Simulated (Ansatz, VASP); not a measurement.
## B3Sb2P: VASP beside Ansatz

```
B Sb P
1.0
     3.19100    0.00000    0.00000
    -1.59550    2.76349    0.00000
     0.00000    0.00000   11.12883
B Sb P
3 2 1
Direct
  0.00000 0.00000 0.50000
  0.33333 0.66667 0.00000
  0.33333 0.66667 0.50000
  0.66667 0.33333 0.31047
  0.66667 0.33333 0.68953
  0.00000 0.00000 0.00000
```

Change from the starting cell: species swapped into the Eu2Si3Au type (P-6m2, No. 187).

Alike in both runs: functional PBE; k mesh 12 × 12 × 4; occupations gaussian, width 0.1 eV; no spin polarisation.

Ansatz relaxed the structure, and its values are those at the end. VASP's run is a single point on that final structure, the one shown.

```csv
,VASP,Ansatz
version,VASP 6.6.1,Ansatz 0.2.0
potentials or method,"VASP PAW PBE potentials, release 64 (B, Sb, P), cutoff 520 eV","scalar-relativistic, plane waves, PAW"
valence electrons in the cell,24,44
```

Ansatz gave:

| Property | Result |
| --- | --- |
| gap on the k mesh at the Fermi level (eV) | none |
| pressure (GPa) | 0.0 |

Q: Estimate VASP's values.

A: gap on the k mesh at the Fermi level (eV): none; pressure (GPa): -0.2.

A gap of «none» marks a metal or a gap that the smearing closes. VASP's potentials hold 24 valence electrons a cell and Ansatz's 44, so a difference there can come from the potentials and not from the codes.

Spin-orbit coupling is off throughout.
